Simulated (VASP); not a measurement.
Input of a VASP 6.6.1 run:

INCAR

```
PREC = Accurate ; ENCUT = 500
EDIFF = 1E-6 ; ISMEAR = 0
SIGMA = 0.15 ; LREAL = F
LASPH = T ; NELM = 120
ALGO = Normal ; ISIF = 2
LWAVE = F ; LCHARG = F
GGA = PE ; NBANDS = 25
GGA_COMPAT = F
```

Contents of KPOINTS:

```
regular mesh
0
Gamma
  12 12 14
```

The input POSCAR:

```
Ti
1.0
    4.5790987804      0.0000000000      0.0000000000
   -2.2895493902      3.9656158702      0.0000000000
    0.0000000000      0.0000000000      2.8317615649
Ti
3
Direct
   -0.0190008318     -0.0380016635      0.0000000000
    0.3428337492      0.6856674984      0.5000000000
    0.6761670825      0.3523341651      0.5000000000
```

Potentials or basis: VASP PAW PBE potentials, release 64 (Ti_sv).

Run with:

```bash
$ cat potpaw_PBE.64/Ti_sv/POTCAR > POTCAR
$ mpirun -np 1 vasp_std > vasp.out
```

Question: Estimate the largest force.

Answer: 0.892 eV/Å.

Question: Predict the pressure.

Answer: 1.1 GPa.

Question: What does it give for the band gap on the k mesh?

Answer: Zero (bands 18 and 19 overlap by 0.32 eV).

Stress tensor (GPa, compression positive):
```
 0.88  0.00  0.00
 0.00  2.32  0.00
 0.00  0.00 -0.04
```

Caveat: the cell differs from its parent crystal (atoms displaced along a vibrational mode).
